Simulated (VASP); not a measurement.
# GdSeO (P4/nmm) in VASP: single point with PBE+U

Aim: the single point of GdSeO with PBE+U.

All numbers are computed with VASP 6.6.1; they aren't measurements. Logs are shortened: lines on timing, memory, paths and dates and some standing lists are left out, and cuts for length are marked.

### 1 The cell of the first run

It takes space group P4/nmm (No. 129, tetragonal). Conventional cell: a = 4.142 Å, b = 4.142 Å, c = 6.948 Å, α = 90.00°, β = 90.00°, γ = 90.00°. Within 3.1 Å of Gd (site symmetry 4mm) lie 4 O at 2.32 Å and 1 Se at 2.81 Å. Se (site symmetry 4mm) has 5 Gd at 2.81 to 3.58 Å and 4 Se at 3.02 Å and 4 O at 3.73 Å within 3.8 Å. O (site symmetry -4m2) has 4 Gd at 2.32 Å and 4 O at 2.93 Å within 3.1 Å.

### 2 Single point, PBE+U, collinear spin, ferromagnetic start

INCAR reads:

```
SYSTEM = GdSeO
PREC = Accurate ; ENCUT = 520
EDIFF = 1E-7 ; ISMEAR = 0
SIGMA = 0.05 ; LREAL = .FALSE.
LASPH = .TRUE. ; NELM = 150
ALGO = Normal ; ISIF = 2
LWAVE = .FALSE. ; LCHARG = .FALSE.
ISPIN = 2 ; MAGMOM = 6.9 6.9 0 0 0 0
LORBIT = 11 ; LMAXMIX = 6
LDAU = .TRUE. ; LDAUTYPE = 1
LDAUL = 3 -1 -1 ; LDAUU = 7.02 0 0
LDAUJ = 0.41 0 0 ; LDAUPRINT = 1
GGA = PE ; NBANDS = 43
```

KPOINTS reads:

```
regular mesh
0
G
  5 5 3
  0 0 0
```

POSCAR reads:

```
GdSeO
1.0
    4.1417014319      0.0000000000      0.0000000000
    0.0000000000      4.1417014319      0.0000000000
    0.0000000000      0.0000000000      6.9475755953
Gd Se O
2 2 2
Direct
    0.2500000000      0.2500000000      0.1498497577
    0.7500000000      0.7500000000      0.8501502423
    0.2500000000      0.2500000000      0.5538674662
    0.7500000000      0.7500000000      0.4461325338
    0.7500000000      0.2500000000      0.0000000000
    0.2500000000      0.7500000000      0.0000000000
```

Potentials or basis: VASP PAW PBE potentials, release 64 (Gd, Se, O).

The run is started by

```
cat potpaw_PBE.64/Gd/POTCAR potpaw_PBE.64/Se/POTCAR potpaw_PBE.64/O/POTCAR > POTCAR
mpirun -np 1 vasp_std > vasp.out
```

OUTCAR:

```text
SYSTEM = GdSeO
   PREC = Accurate
   ENCUT = 520
   EDIFF = 1E-7
   ISMEAR = 0
   LREAL = .FALSE.
   LASPH = .TRUE.
   NELM = 150
   ISIF = 2
   ISPIN = 2
   LORBIT = 11
   GGA = PE

 ion  position               nearest neighbor table
   1  0.250  0.250  0.150-   5 2.32   6 2.32   6 2.32   5 2.32   3 2.81
   2  0.750  0.750  0.850-   5 2.32   6 2.32   5 2.32   6 2.32   4 2.81
   3  0.250  0.250  0.554-   1 2.81
   4  0.750  0.750  0.446-   2 2.81
   5  0.750  0.250  0.000-   1 2.32   2 2.32   2 2.32   1 2.32
   6  0.250  0.750  0.000-   1 2.32   2 2.32   1 2.32   2 2.32

  LATTYP: Found a simple tetragonal cell.
 ALAT       =     4.1417014319
 C/A-ratio  =     1.6774689604

  Lattice vectors:

 A1 = (   4.1417014319,   0.0000000000,   0.0000000000)
 A2 = (   0.0000000000,   4.1417014319,   0.0000000000)
 A3 = (   0.0000000000,   0.0000000000,   6.9475755953)

Analysis of symmetry for initial positions (statically):
=====================================================================
 Subroutine PRICEL returns:
 Original cell was already a primitive cell.

 Routine SETGRP: Setting up the symmetry group for a
 simple tetragonal supercell.

 Subroutine GETGRP returns: Found 16 space group operations
 (whereof  4 operations were pure point group operations)
 out of a pool of 16 trial point group operations.

The static configuration has the point symmetry C_2h.
 The point group associated with its full space group is D_4h.

Analysis of symmetry for dynamics (positions and initial velocities):
=====================================================================
 Subroutine PRICEL returns:
 Original cell was already a primitive cell.

 Routine SETGRP: Setting up the symmetry group for a
 simple tetragonal supercell.

 Subroutine GETGRP returns: Found 16 space group operations
 (whereof  4 operations were pure point group operations)
 out of a pool of 16 trial point group operations.

The dynamic configuration has the point symmetry C_2h.
 The point group associated with its full space group is D_4h.

Analysis of structural, dynamic, and magnetic symmetry:
=====================================================================
 Subroutine PRICEL returns:
 Original cell was already a primitive cell.

 Routine SETGRP: Setting up the symmetry group for a
 simple tetragonal supercell.

 Subroutine GETGRP returns: Found 16 space group operations
 (whereof  4 operations were pure point group operations)
 out of a pool of 16 trial point group operations.

The overall configuration has the point symmetry C_2h.
 The point group associated with its full space group is D_4h.

 Subroutine INISYM returns: Found 16 space group operations
[... 189 lines left out ...]

spin component  2

  0.0071 -0.0000  0.0012 -0.0000  0.0000 -0.0000 -0.0000
 -0.0000  0.0042 -0.0000 -0.0000 -0.0000 -0.0000  0.0000
  0.0012 -0.0000  0.0041  0.0000 -0.0000  0.0000 -0.0000
 -0.0000 -0.0000  0.0000  0.0092 -0.0000 -0.0000  0.0000
  0.0000 -0.0000 -0.0000 -0.0000  0.0041  0.0000 -0.0012
 -0.0000 -0.0000  0.0000 -0.0000  0.0000  0.0112  0.0000
 -0.0000  0.0000 -0.0000  0.0000 -0.0012  0.0000  0.0071

 occupancies and eigenvectors

  o =  0.0037  v =  0.0000  0.0000  0.0000  0.0000  0.0000  0.0000  0.0000  0.0006 -0.0000 -0.0018 -0.0000 -0.9427 -0.0000 -0.3338      0.0000  0.0000  0.0000  0.0000  0.0000  0.0000  0.0000  0.0000  0.0000  0.0000  0.0000  0.0000  0.0000  0.0000
  o =  0.0037  v =  0.0000  0.0000  0.0000  0.0000  0.0000  0.0000  0.0000 -0.3338  0.0000  0.9427 -0.0000 -0.0018 -0.0000 -0.0006      0.0000  0.0000  0.0000  0.0000  0.0000  0.0000  0.0000  0.0000  0.0000  0.0000  0.0000  0.0000  0.0000  0.0000
  o =  0.0042  v =  0.0000  0.0000  0.0000  0.0000  0.0000  0.0000  0.0000  0.0000  1.0000 -0.0000  0.0000 -0.0000 -0.0000  0.0000      0.0000  0.0000  0.0000  0.0000  0.0000  0.0000  0.0000  0.0000  0.0000  0.0000  0.0000  0.0000  0.0000  0.0000
  o =  0.0075  v =  0.0000  0.0000  0.0000  0.0000  0.0000  0.0000  0.0000  0.9427 -0.0000  0.3338  0.0000 -0.0000 -0.0000  0.0001      0.0000  0.0000  0.0000  0.0000  0.0000  0.0000  0.0000  0.0000  0.0000  0.0000  0.0000  0.0000  0.0000  0.0000
  o =  0.0075  v =  0.0000  0.0000  0.0000  0.0000  0.0000  0.0000  0.0000 -0.0001  0.0000 -0.0000 -0.0000 -0.3338 -0.0000  0.9427      0.0000  0.0000  0.0000  0.0000  0.0000  0.0000  0.0000  0.0000  0.0000  0.0000  0.0000  0.0000  0.0000  0.0000
  o =  0.0092  v =  0.0000  0.0000  0.0000  0.0000  0.0000  0.0000  0.0000  0.0000  0.0000  0.0000 -1.0000  0.0000 -0.0000 -0.0000      0.0000  0.0000  0.0000  0.0000  0.0000  0.0000  0.0000  0.0000  0.0000  0.0000  0.0000  0.0000  0.0000  0.0000
  o =  0.0112  v =  0.0000  0.0000  0.0000  0.0000  0.0000  0.0000  0.0000 -0.0000  0.0000 -0.0000 -0.0000 -0.0000  1.0000  0.0000      0.0000  0.0000  0.0000  0.0000  0.0000  0.0000  0.0000  0.0000  0.0000  0.0000  0.0000  0.0000  0.0000  0.0000
  o =  0.9920  v = -0.3357  0.0000  0.9420 -0.0000  0.0000  0.0000 -0.0000  0.0000  0.0000  0.0000  0.0000  0.0000  0.0000  0.0000      0.0000  0.0000  0.0000  0.0000  0.0000  0.0000  0.0000  0.0000  0.0000  0.0000  0.0000  0.0000  0.0000  0.0000
  o =  0.9920  v =  0.0000 -0.0000 -0.0000 -0.0000 -0.9420 -0.0000 -0.3357  0.0000  0.0000  0.0000  0.0000  0.0000  0.0000  0.0000      0.0000  0.0000  0.0000  0.0000  0.0000  0.0000  0.0000  0.0000  0.0000  0.0000  0.0000  0.0000  0.0000  0.0000
  o =  0.9922  v =  0.0000 -1.0000 -0.0000  0.0000  0.0000  0.0000  0.0000  0.0000  0.0000  0.0000  0.0000  0.0000  0.0000  0.0000      0.0000  0.0000  0.0000  0.0000  0.0000  0.0000  0.0000  0.0000  0.0000  0.0000  0.0000  0.0000  0.0000  0.0000
  o =  0.9933  v =  0.0000  0.0000  0.0000  1.0000 -0.0000 -0.0000 -0.0000  0.0000  0.0000  0.0000  0.0000  0.0000  0.0000  0.0000      0.0000  0.0000  0.0000  0.0000  0.0000  0.0000  0.0000  0.0000  0.0000  0.0000  0.0000  0.0000  0.0000  0.0000
  o =  0.9943  v =  0.0000  0.0000 -0.0000 -0.0000  0.3357 -0.0000 -0.9420  0.0000  0.0000  0.0000  0.0000  0.0000  0.0000  0.0000      0.0000  0.0000  0.0000  0.0000  0.0000  0.0000  0.0000  0.0000  0.0000  0.0000  0.0000  0.0000  0.0000  0.0000
  o =  0.9943  v = -0.9420  0.0000 -0.3357  0.0000 -0.0000 -0.0000  0.0000  0.0000  0.0000  0.0000  0.0000  0.0000  0.0000  0.0000      0.0000  0.0000  0.0000  0.0000  0.0000  0.0000  0.0000  0.0000  0.0000  0.0000  0.0000  0.0000  0.0000  0.0000
  o =  0.9958  v =  0.0000  0.0000  0.0000  0.0000  0.0000  1.0000 -0.0000  0.0000  0.0000  0.0000  0.0000  0.0000  0.0000  0.0000      0.0000  0.0000  0.0000  0.0000  0.0000  0.0000  0.0000  0.0000  0.0000  0.0000  0.0000  0.0000  0.0000  0.0000

 number of electron      60.0000032 magnetization      13.7665263

 Free energy of the ion-electron system (eV)
  ---------------------------------------------------
  ext. energy  EPLUGINS =         0.00000000
  ---------------------------------------------------
  free energy    TOTEN  =       -53.83025649 eV

  energy without entropy =      -53.82850182  energy(sigma->0) =      -53.82937915

 E-fermi :   4.2590     XC(G=0): -10.1937

 val. band max:        4.1849679037   @ k =   0.2000   0.0000   0.3333
 cond. band min:       4.2729856382   @ k =   0.2000   0.0000   0.0000
 fundamental gap:      0.0880177345
 Fermi energy:         4.2590118555

 spin component 1

 k-point     1 :       0.0000    0.0000    0.0000
  band No.  band energies     occupation
      1     -41.3021      1.00000
      2     -41.2473      1.00000
      3     -19.1923      1.00000
      4     -18.7642      1.00000
      5     -18.7642      1.00000
      6     -18.5843      1.00000
[... 529 lines left out ...]
     41       7.0503      0.00000
     42       7.0797      0.00000
 Fermi energy:         4.2590118555

 spin component 2

 k-point     1 :       0.0000    0.0000    0.0000
  band No.  band energies     occupation
      1     -38.1791      1.00000
      2     -38.1048      1.00000
      3     -17.4645      1.00000
      4     -16.6308      1.00000
      5     -16.6308      1.00000
      6     -16.3936      1.00000
[... 529 lines left out ...]
     41       8.1315      0.00000
     42       8.1663      0.00000
 [bands above 42 left out]

------------------------ aborting loop because EDIFF is reached ----------------------------------------

  FORCE on cell =-STRESS in cart. coord.  units (eV):
  Direction    XX          YY          ZZ          XY          YZ          ZX
  --------------------------------------------------------------------------------------
  -------------------------------------------------------------------------------------
  Total        0.0842072      0.0842072      0.1088697      0.0000000      0.0000000     -0.0000000
  in kB        1.1320581      1.1320581      1.4636150      0.0000000      0.0000000     -0.0000000
  external PRESSURE =       1.2425771 kB  Pullay stress =       0.0000000 kB

 VOLUME and BASIS-vectors are now :
 -----------------------------------------------------------------------------
  energy-cutoff  :      520.00
  volume of cell :      119.18
      direct lattice vectors                 reciprocal lattice vectors
     4.141701432  0.000000000  0.000000000     0.241446665  0.000000000  0.000000000
     0.000000000  4.141701432  0.000000000     0.000000000  0.241446665  0.000000000
     0.000000000  0.000000000  6.947575595     0.000000000  0.000000000  0.143935102

 POSITION                                       TOTAL-FORCE (eV/Angst)
 -----------------------------------------------------------------------------------
      1.03543      1.03543      1.04109         0.000000      0.000000      0.009077
      3.10628      3.10628      5.90648        -0.000000      0.000000     -0.009077
      1.03543      1.03543      3.84804        -0.000000     -0.000000      0.018305
      3.10628      3.10628      3.09954         0.000000     -0.000000     -0.018305
      3.10628      1.03543      0.00000         0.000000      0.000000      0.000000
      1.03543      3.10628      0.00000        -0.000000      0.000000      0.000000
 -----------------------------------------------------------------------------------
    total drift:                                0.000000     -0.000000     -0.000000

  FREE ENERGIE OF THE ION-ELECTRON SYSTEM (eV)
  ---------------------------------------------------
  free  energy   TOTEN  =       -53.8302564882 eV

  energy  without entropy=      -53.8285018208  energy(sigma->0) =      -53.82937915

 total charge

# of ion       s       p       d       f       tot
--------------------------------------------------
    1        2.028   5.645   0.483   6.993  15.149
    2        2.028   5.645   0.483   6.993  15.149
    3        1.498   2.250   0.025   0.000   3.772
    4        1.498   2.250   0.025   0.000   3.772
    5        1.559   3.477   0.000   0.000   5.036
    6        1.559   3.477   0.000   0.000   5.036
--------------------------------------------------
tot         10.170  22.742   1.015  13.986  47.915

 magnetization (x)

# of ion       s       p       d       f       tot
--------------------------------------------------
    1       -0.006  -0.090   0.044   6.902   6.850
    2       -0.006  -0.090   0.044   6.902   6.850
    3       -0.004  -0.086  -0.001   0.000  -0.091
    4       -0.004  -0.086  -0.001   0.000  -0.091
    5       -0.004  -0.040   0.000   0.000  -0.043
    6       -0.004  -0.040   0.000   0.000  -0.043
--------------------------------------------------
tot         -0.027  -0.431   0.087  13.805  13.433
```

It took 2.9 min on 1 thread of Intel Xeon 6975P-C (Granite Rapids), shared host; peak memory 0.34 GiB.

Results:

* Free energy: -53.8303 eV
* Pressure: 0.1 GPa
* Largest force: 0.018 eV/Å
* Net moment: 13.77 μB per cell
* Site moments: Gd +6.85; Se -0.09; O -0.04 μB
* Valence electrons inside the program's atomic spheres: Gd 15.15; Se 3.77; O 5.04

Forces on the atoms (eV/Å):
```
Gd   0.000  0.000  0.009
Gd   0.000  0.000 -0.009
Se   0.000  0.000  0.018
Se   0.000  0.000 -0.018
O    0.000  0.000  0.000
O    0.000  0.000  0.000
```

Eigenvalues of the final occupation matrices:
```tsv
site	spin	trace	eigenvalues
site 1 f	1	6.95	0.99 0.99 0.99 0.99 0.99 0.99 1.00
site 1 f	2	0.05	0.00 0.00 0.00 0.01 0.01 0.01 0.01
site 2 f	1	6.95	0.99 0.99 0.99 0.99 0.99 0.99 1.00
site 2 f	2	0.05	0.00 0.00 0.00 0.01 0.01 0.01 0.01
```

Caveat: spin-orbit coupling is left out, which moves the levels of the heavy elements. The state reached can hang on the start; a lower one may exist.
